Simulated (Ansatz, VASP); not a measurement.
Two plane-wave programs on Ge

INCAR

```
ALGO = Normal ; DIPOL = 0.5 0.5 0.500
EDIFF = 1E-6 ; ENCUT = 520
IDIPOL = 3 ; ISIF = 2
ISMEAR = 0 ; LASPH = T
LCHARG = F ; LDIPOL = T
LREAL = F ; LWAVE = F
NBANDS = 21 ; NELM = 100
PREC = Accurate ; SIGMA = 0.1
```

KPOINTS

```
k-points
0
Gamma
  12 12 1
```

The input POSCAR:

```
Ge
1.0
    4.1490000000      0.0000000000      0.0000000000
   -2.0745000000      3.5931394003      0.0000000000
    0.0000000000      0.0000000000     28.0000000000
Ge
2
Direct
    0.3333333333      0.6666666667      0.5076607143
    0.6666666667      0.3333333333      0.4923392857
```

Input for Ansatz:

```yaml
crystal:
  lattice:
    - [4.149, 0.0, 0.0]
    - [-2.0745, 3.5931394003, 0.0]
    - [0.0, 0.0, 28.0]
  atoms:
    - { symbol: Ge, position: [0.3333333333, 0.6666666667, 0.5076607143] }
    - { symbol: Ge, position: [0.6666666667, 0.3333333333, 0.4923392857] }
  periodic: [true, true, false]
basis:
  ecutwfc: 420
kpoints:
  mp_grid: { grid: [12, 12, 1] }
hamiltonian:
  xc: lda
  pseudopotentials: { kind: paw, azcp: { folder: soft_1 } }
scf:
  occupations: { method: gaussian, width: 0.1 }
output:
  forces: true
  stress: true
  eigenvalues: true
```

Alike in both runs: task single point; functional LDA; k mesh 12 × 12 × 1; occupations gaussian, width 0.1 eV; no spin polarisation.

|  | VASP | Ansatz |
| --- | --- | --- |
| version | VASP 6.6.1 | Ansatz 0.2.0 |
| potentials or method | VASP PAW LDA potentials, release 64 (Ge_d), cutoff 520 eV | scalar-relativistic, plane waves, PAW |
| valence electrons in the cell | 28 | 28 |

```csv
,VASP,Ansatz,Ansatz less VASP
gap on the k mesh at the Fermi level (eV),none,none,-
rms of the force components (eV/Å),0.202,0.202,0.0000
```

Ansatz warns that its potentials were made for another functional, while VASP's fit it. LDA's correlation is that of Perdew and Zunger in VASP and of Perdew and Wang (1992) in Ansatz. Atom by atom the forces differ by 0.000 eV/Å (rms over components). A gap of «none» marks a metal or a gap that the smearing closes.
